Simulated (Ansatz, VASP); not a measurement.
# Hf: VASP beside Ansatz

```
Hf
1.0
     0.00000    2.19000    2.19000
     2.19000    0.00000    2.19000
     2.19000    2.19000    0.00000
Hf
1
Direct
  0.00000 0.00000 0.00000
```

Change from the starting cell: volume scaled by 0.96.

Alike in both runs: task single point; functional PBE; k mesh 16 × 16 × 16; occupations fermi-dirac, width 0.03 eV; no spin polarisation.

|  | VASP | Ansatz |
| --- | --- | --- |
| version | VASP 6.6.1 | Ansatz 0.2.0 |
| potentials or method | VASP PAW PBE potentials, release 64 (Hf_pv), cutoff 520 eV | all-electron LAPW, scalar-relativistic |

Ansatz gave:

- pressure (GPa): 8.1

**Question.** Estimate VASP's values.

**Answer.** Pressure (GPa): 7.6.

Ansatz ran all-electron here, and VASP with PAW potentials.

Spin-orbit coupling is off throughout.
